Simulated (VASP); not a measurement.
# SnO2 (R-3m) in VASP: further runs, part 2 of 2

VASP 6.6.1.

## Step 3: Single point, PBEsol

This run uses another cell than the first one, of 12.79 Å³/atom.

File INCAR:

```
SYSTEM = SnO2
ALGO = Normal
EDIFF = 1E-6
ENCUT = 910
GGA = PS
GGA_COMPAT = .False.
ISIF = 2
ISMEAR = 0
LASPH = .True.
LCHARG = .False.
LREAL = .False.
LWAVE = .False.
NBANDS = 20
NELM = 120
PREC = Accurate
SIGMA = 0.05
```

File KPOINTS:

```
k-points
0
Gamma
  12 12 12
  0 0 0
```

File POSCAR:

```
SnO2
1.0
    1.5251500000      0.8805457631      4.7632000000
   -1.5251500000      0.8805457631      4.7632000000
    0.0000000000     -1.7610915261      4.7632000000
Sn O
1 2
Direct
    0.5000000000      0.5000000000      0.5000000000
    0.2414378084      0.2414378084      0.2414378084
    0.7585621916      0.7585621916      0.7585621916
```

Potentials or basis: VASP PAW PBE potentials, release 64 (Sn_d, O_h).

On the command line:

```
$ cat potpaw_PBE.64/Sn_d/POTCAR potpaw_PBE.64/O_h/POTCAR > POTCAR
$ mpirun -np 1 vasp_std > vasp.out
```

OUTCAR:

```text
SYSTEM = SnO2
   EDIFF = 1E-6
   ENCUT = 910
   GGA = PS
   ISIF = 2
   ISMEAR = 0
   LASPH = .True.
   LREAL = .False.
   NELM = 120
   PREC = Accurate

 ion  position               nearest neighbor table
   1  0.500  0.500  0.500-   2 2.06   2 2.06   3 2.06   3 2.06   2 2.06   3 2.06
   2  0.241  0.241  0.241-   1 2.06   1 2.06   1 2.06
   3  0.759  0.759  0.759-   1 2.06   1 2.06   1 2.06

  LATTYP: Found a trigonal (rhomboedric) cell.
 ALAT       =     5.0783380749
 COS(alpha) =     0.8196102340

  Lattice vectors:

 A1 = (   1.5251500000,   0.8805457631,   4.7632000000)
 A2 = (  -1.5251500000,   0.8805457631,   4.7632000000)
 A3 = (   0.0000000000,  -1.7610915261,   4.7632000000)

Analysis of symmetry for initial positions (statically):
=====================================================================
 Subroutine PRICEL returns:
 Original cell was already a primitive cell.

 Routine SETGRP: Setting up the symmetry group for a
 trigonal (rhombohedral) supercell.

 Subroutine GETGRP returns: Found 12 space group operations
 (whereof 12 operations were pure point group operations)
 out of a pool of 12 trial point group operations.

The static configuration has the point symmetry D_3d.

Analysis of symmetry for dynamics (positions and initial velocities):
=====================================================================
 Subroutine PRICEL returns:
 Original cell was already a primitive cell.

 Routine SETGRP: Setting up the symmetry group for a
 trigonal (rhombohedral) supercell.

 Subroutine GETGRP returns: Found 12 space group operations
 (whereof 12 operations were pure point group operations)
 out of a pool of 12 trial point group operations.

[... 115 lines left out ...]
   EMIN   =  10.00;   EMAX   =-10.00  energy-range for DOS
   EFERMI =   0.00;   METHOD = LEGACY
   ISMEAR =     0;   SIGMA  =   0.05  broadening in eV -4-tet -1-fermi 0-gaus
   EFERMI_NEDOS =   21; number of points for ismear=-14 and -15
   IALGO  =     38    algorithm
   IMIX   =      4    mixing-type and parameters
     AMIX     =   0.40;   BMIX     =  1.00
     AMIX_MAG =   1.60;   BMIX_MAG =  1.00
  volume/ion in A,a.u.               =      12.79        86.34
  Fermi-wavevector in a.u.,A,eV,Ry     =   1.437787  2.717023 28.126375  2.067230
  Thomas-Fermi vector in A             =   2.556826
   LORBIT       =      0    0 simple, 1 ext, 2 COOP (PROOUT), +10 PAW based schemes
   GGA     = PS    functional components
   LHFCALC =     F    Hartree Fock is set to
   AEXX    =    0.0000 exact exchange contribution
   IVDW    =     0    specifies the selected vdW correction
   LEPSILON=     F    determine dielectric tensor
   LRPA    =     F    only Hartree local field effects (RPA)
 non-spin polarized calculation
 Gauss-broadening in eV      SIGMA  =   0.05
  energy-cutoff  :      910.00
  volume of cell :       38.38
 maximum number of plane-waves:      2429
 NGX is ok and might be reduce to    50

 number of electron      26.0000002 magnetization

 Free energy of the ion-electron system (eV)
  ---------------------------------------------------
  ext. energy  EPLUGINS =         0.00000000
  ---------------------------------------------------
  free energy    TOTEN  =       -19.10778098 eV

  energy without entropy =      -19.10778098  energy(sigma->0) =      -19.10778098

 E-fermi :   5.0726     XC(G=0): -10.8967

 val. band max:        4.7509221506   @ k =   0.5000   0.5000   0.0000
 cond. band min:       7.5449323096   @ k =   0.0000   0.0000   0.0000
 fundamental gap:      2.7940101590
 Fermi energy:         5.0726020055

 k-point     1 :       0.0000    0.0000    0.0000
  band No.  band energies     occupation
      1     -15.1673      2.00000
      2     -14.8333      2.00000
      3     -14.8333      2.00000
      4     -14.4783      2.00000
      5     -14.4783      2.00000
      6     -13.6307      2.00000
[... 541 lines left out ...]
     19      18.5160      0.00000
     20      20.2299      0.00000

 [... further k-points ...]

------------------------ aborting loop because EDIFF is reached ----------------------------------------

  FORCE on cell =-STRESS in cart. coord.  units (eV):
  Direction    XX          YY          ZZ          XY          YZ          ZX
  --------------------------------------------------------------------------------------
  -------------------------------------------------------------------------------------
  Total        5.0504061      5.0504061      0.2551119      0.0000000      0.0000000      0.0000000
  in kB      210.8251066    210.8251066     10.6494381      0.0000000      0.0000000      0.0000000
  external PRESSURE =     144.0998838 kB  Pullay stress =       0.0000000 kB

 VOLUME and BASIS-vectors are now :
 -----------------------------------------------------------------------------
  energy-cutoff  :      910.00
  volume of cell :       38.38
      direct lattice vectors                 reciprocal lattice vectors
     1.525150000  0.880545763  4.763200000     0.327836606  0.189276553  0.069980965
    -1.525150000  0.880545763  4.763200000    -0.327836606  0.189276553  0.069980965
     0.000000000 -1.761091526  4.763200000     0.000000000 -0.378553106  0.069980965

 POSITION                                       TOTAL-FORCE (eV/Angst)
 -----------------------------------------------------------------------------------
      0.00000      0.00000      7.14480         0.000000      0.000000     -0.000000
      0.00000      0.00000      3.45005        -0.000000      0.000000      0.108114
      0.00000      0.00000     10.83955        -0.000000     -0.000000     -0.108114
 -----------------------------------------------------------------------------------
    total drift:                                0.000000      0.000000      0.000000

  FREE ENERGIE OF THE ION-ELECTRON SYSTEM (eV)
  ---------------------------------------------------
  free  energy   TOTEN  =       -19.1077809789 eV

  energy  without entropy=      -19.1077809789  energy(sigma->0) =      -19.10778098
```

OSZICAR:

```text
N       E                     dE             d eps       ncg     rms          rms(c)
DAV:   1     0.361265834860E+03    0.36127E+03   -0.18824E+04  7780   0.282E+03
DAV:   2     0.381885127880E+02   -0.32308E+03   -0.30589E+03  8380   0.658E+02
DAV:   3    -0.184905540623E+02   -0.56679E+02   -0.55049E+02  8972   0.194E+02
DAV:   4    -0.215305556831E+02   -0.30400E+01   -0.30230E+01  8784   0.474E+01
DAV:   5    -0.215964260837E+02   -0.65870E-01   -0.65856E-01  8684   0.688E+00    0.105E+01
DAV:   6    -0.191454980986E+02    0.24509E+01   -0.86767E+00 11764   0.522E+01    0.466E+00
DAV:   7    -0.191358039404E+02    0.96942E-02   -0.55918E-01  7708   0.592E+00    0.219E+00
DAV:   8    -0.191097301909E+02    0.26074E-01   -0.53010E-02  8708   0.254E+00    0.517E-01
DAV:   9    -0.191074183146E+02    0.23119E-02   -0.68957E-03 11280   0.160E+00    0.837E-02
DAV:  10    -0.191077713136E+02   -0.35300E-03   -0.16796E-03  7928   0.314E-01    0.332E-02
DAV:  11    -0.191077781903E+02   -0.68767E-05   -0.33463E-05 11164   0.610E-02    0.192E-02
DAV:  12    -0.191077808492E+02   -0.26589E-05   -0.93079E-06  7996   0.267E-02    0.309E-03
DAV:  13    -0.191077809789E+02   -0.12972E-06   -0.68556E-07  6644   0.815E-03
   1 F= -.19107781E+02 E0= -.19107781E+02  d E =-.550552E-22
```

Wall time 9.4 min (1 thread of Intel Xeon Platinum 8488C (Sapphire Rapids), shared host); peak memory 0.55 GiB.

Results:

```
Free energy            : -19.1078 eV
Pressure               : 14.4 GPa
Largest force          : 0.108 eV/Å
Band gap on the k mesh : 2.79 eV (least direct gap 3.00 eV)
```

Forces on the atoms (eV/Å):
```
Sn   0.000  0.000  0.000
O    0.000  0.000  0.108
O    0.000  0.000 -0.108
```

Stress tensor (GPa, compression positive):
```
21.08  0.00  0.00
 0.00 21.08  0.00
 0.00  0.00  1.06
```

Levels at points of the mesh, in eV from the valence-band top:
```
           k point  band 11  band 12  band 13  band 14  band 15  band 16
(0.00, 0.00, 0.00)    -0.58    -0.58    -0.21     2.79     6.21    12.49
(0.50, 0.00, 0.00)    -1.91    -0.67    -0.52     6.34     8.01    11.40
(0.50, 0.50, 0.00)    -1.55    -0.35     0.00     5.92     7.18    11.81
(0.50, 0.50, 0.50)    -1.23    -0.52    -0.52     4.16     6.22    12.53
```

Caveat: the cutoff is under 1.25 times the usual one of these potentials, so pressure, stress and relaxed cells hold a basis-set (Pulay) error; the cell stands under pressure; the PAW data sets were made with another functional, which shifts forces and pressure a little; spin-orbit coupling is left out, which moves the levels of the heavy elements. A k mesh can miss the band edges.

## Step 4: Single point, PBEsol

This run uses another cell than the first one, of the same volume but with other edges.

File INCAR:

```
SYSTEM = SnO2
PREC = Accurate
ENCUT = 520
EDIFF = 1E-6
ISMEAR = 0
SIGMA = 0.05
LREAL = .FALSE.
LASPH = .TRUE.
NELM = 100
ALGO = Normal
ISIF = 2
LWAVE = .FALSE.
LCHARG = .TRUE.
GGA = PS
LELF = .TRUE.
LVHAR = .TRUE.
NBANDS = 20
```

File KPOINTS:

```
Automatic mesh
0
G
  12 12 12
  0 0 0
```

File POSCAR:

```
SnO2
1.0
    1.6589000000      0.9577663616      4.1751333333
   -1.6589000000      0.9577663616      4.1751333333
    0.0000000000     -1.9155327231      4.1751333333
Sn O
1 2
Direct
    0.5000000000      0.5000000000      0.5000000000
    0.2414378084      0.2414378084      0.2414378084
    0.7585621916      0.7585621916      0.7585621916
```

Potentials or basis: VASP PAW PBE potentials, release 64 (Sn_d, O).

On the command line:

```
$ cat potpaw_PBE.64/Sn_d/POTCAR potpaw_PBE.64/O/POTCAR > POTCAR
$ mpirun -np 1 vasp_std > vasp.out
```

OUTCAR:

```text
SYSTEM = SnO2
   PREC = Accurate
   ENCUT = 520
   EDIFF = 1E-6
   ISMEAR = 0
   LREAL = .FALSE.
   LASPH = .TRUE.
   NELM = 100
   ISIF = 2
   GGA = PS

 ion  position               nearest neighbor table
   1  0.500  0.500  0.500-   2 2.13   2 2.13   3 2.13   3 2.13   2 2.13   3 2.13
   2  0.241  0.241  0.241-   1 2.13   1 2.13   1 2.13
   3  0.759  0.759  0.759-   1 2.13   1 2.13   1 2.13

  LATTYP: Found a trigonal (rhomboedric) cell.
 ALAT       =     4.5935829114
 COS(alpha) =     0.7391641445

[... 745 lines left out ...]

  FORCE on cell =-STRESS in cart. coord.  units (eV):
  Direction    XX          YY          ZZ          XY          YZ          ZX
  --------------------------------------------------------------------------------------
  -------------------------------------------------------------------------------------
  Total       -2.2899895     -2.2899895     -0.2201742      0.0000000     -0.0000000      0.0000000
  in kB      -92.1812714    -92.1812714     -8.8628957      0.0000000     -0.0000000      0.0000000
  external PRESSURE =     -64.4084795 kB  Pullay stress =       0.0000000 kB

 VOLUME and BASIS-vectors are now :
 -----------------------------------------------------------------------------
  energy-cutoff  :      520.00
  volume of cell :       39.80
      direct lattice vectors                 reciprocal lattice vectors
     1.658900000  0.957766362  4.175133333     0.301404545  0.174015995  0.079837770
    -1.658900000  0.957766362  4.175133333    -0.301404545  0.174015995  0.079837770
     0.000000000 -1.915532723  4.175133333     0.000000000 -0.348031991  0.079837770

 POSITION                                       TOTAL-FORCE (eV/Angst)
 -----------------------------------------------------------------------------------
      0.00000      0.00000      6.26270         0.000000     -0.000000     -0.000000
      0.00000      0.00000      3.02411         0.000000      0.000000      0.064830
      0.00000      0.00000      9.50129         0.000000     -0.000000     -0.064830
 -----------------------------------------------------------------------------------
    total drift:                               -0.000000     -0.000000      0.000000

  FREE ENERGIE OF THE ION-ELECTRON SYSTEM (eV)
  ---------------------------------------------------
  free  energy   TOTEN  =       -19.2582198757 eV

  energy  without entropy=      -19.2582198757  energy(sigma->0) =      -19.25821988
```

stdout:

```text
POSCAR found type information on POSCAR SnO
 POSCAR found :  2 types and       3 ions
 scaLAPACK will be used
 -----------------------------------------------------------------------------
|                                                                             |
|                                                                             |
|     You enforced a specific xc type in the INCAR file but a different       |
|     I HOPE YOU KNOW WHAT YOU ARE DOING!                                     |
|                                                                             |
 -----------------------------------------------------------------------------

 LDA part: xc-table for (Slater+PW92), standard interpolation
 POSCAR, INCAR and KPOINTS ok, starting setup
 FFT: planning ... GRIDC
 FFT: planning ... GRID_SOFT
 FFT: planning ... GRID
 WAVECAR not read
 entering main loop
```

It took 3.9 min on 1 thread of Intel Xeon 6975P-C (Granite Rapids), shared host; peak memory 0.29 GiB.

What came out:

```yaml
Free_energy: -19.2582 eV
Pressure: -6.4 GPa
Largest_force: 0.065 eV/Å
Band_gap_on_the_k_mesh: 1.05 eV
```

Forces on the atoms (eV/Å):
```
Sn   0.000  0.000  0.000
O    0.000  0.000  0.065
O    0.000  0.000 -0.065
```

Caveat: the cell stands under tension; the PAW data sets were made with another functional, which shifts forces and pressure a little; spin-orbit coupling is left out, which moves the levels of the heavy elements. A k mesh can miss the band edges.

## Step 5: The runs side by side

```csv
potentials or basis,cell,cutoff (eV),gap on the mesh (eV),pressure (GPa),largest force (eV/Å)
"VASP PAW PBE potentials, release 64 (Sn_d, O)","a = 5.089 Å, angles 35.5°, 3 atoms",520,2.44,6.5,0.30
"VASP PAW PBE potentials, release 64 (Sn_d, O_h)","a = 5.078 Å, angles 35.0°, 3 atoms",910,2.79,14.4,0.11
"VASP PAW PBE potentials, release 64 (Sn_d, O)","a = 4.594 Å, angles 42.3°, 3 atoms",520,1.05,-6.4,0.06
```

Alike in all rows: task single point; level PBEsol; no spin polarisation; k mesh 12 × 12 × 12; smearing gaussian 0.05 eV.

Caveats: the PAW data sets were made with another functional, which shifts forces and pressure a little; spin-orbit coupling is left out, which moves the levels of the heavy elements; the cell stands under pressure (at least some runs); the cutoff is under 1.25 times the usual one of these potentials, so pressure, stress and relaxed cells hold a basis-set (Pulay) error (at least some runs); the cell stands under tension (at least some runs).

Total energies depend on the potentials used, so only differences within one code and one set of settings carry meaning.
